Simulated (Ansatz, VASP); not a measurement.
## Two plane-wave programs on Au

```xyz
2
Lattice="2.8633 0.0000 0.0000 -1.4316 2.4797 0.0000 0.0000 0.0000 4.7991" Properties=species:S:1:pos:R:3 pbc="T T T"
Au    0.0000    1.6531    3.5993
Au    1.4316    0.8266    1.1998
```

Alike in both runs: functional PBEsol; k mesh 18 × 18 × 10; occupations fermi-dirac, width 0.15 eV; no spin polarisation.

Ansatz relaxed the structure, and its values are those at the end. VASP's run is a single point on that final structure, the one shown.

|  | VASP | Ansatz |
| --- | --- | --- |
| version | VASP 6.6.1 | Ansatz 0.2.0 |
| potentials or method | VASP PAW PBE potentials, release 64 (Au), cutoff 500 eV | scalar-relativistic, plane waves, PAW |
| valence electrons in the cell | 22 | 38 |

```csv
,VASP,Ansatz,Ansatz less VASP
gap on the k mesh at the Fermi level (eV),none,none,-
pressure (GPa),-0.3,0.0,+0.28
```

VASP's potentials were made for PBE, not for PBEsol. A gap of «none» marks a metal or a gap that the smearing closes. The functional is the same, so the differences come from potentials, cutoffs and numerics. VASP's potentials hold 22 valence electrons a cell and Ansatz's 38, so a difference there can come from the potentials and not from the codes.

Neither program's run includes spin-orbit coupling.
